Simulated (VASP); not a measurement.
Crystal: CoO.

```
CELL_PARAMETERS angstrom
1.50547 0.86918 2.43993
-1.50547 0.86918 2.43993
0.00000 -1.73837 2.43993
ATOMIC_POSITIONS crystal
Co 0.00000 0.00000 0.00000
O 0.50000 0.50000 0.50000
```

Base run:

```yaml
Program: VASP 6.6.1
Functional: PBEsol
Potentials_or_basis: VASP PAW PBE potentials, release 64 (Co, O)
Cutoff: 520 eV
k_mesh: 11 × 11 × 11
Occupations: fermi-dirac, width 0.05 eV
Spin: collinear spin, ferromagnetic start
Starting_moments: "[2.0, 0.0] μB"
Hubbard_terms: Co d U = 5.0 eV
```

Its results: band gap on the k mesh zero (filled and empty bands overlap); pressure -8.0 GPa; net moment 3.00 μB per cell; site moments Co +2.77; O +0.22 μB.

Task: The run is repeated on the same cell with these changes: hubbard terms from Co d U = 5.0 eV to Co d U = 6.0 eV. What comes out?

Result: Band gap on the k mesh zero (filled and empty bands overlap); pressure -8.4 GPa; net moment 3.00 μB per cell; site moments Co +2.80; O +0.21 μB.

Caveats: the cell stands under tension; the PAW data sets were made with another functional, which shifts forces and pressure a little; a cell with one magnetic atom can't hold antiferromagnetic order, which such compounds often take.
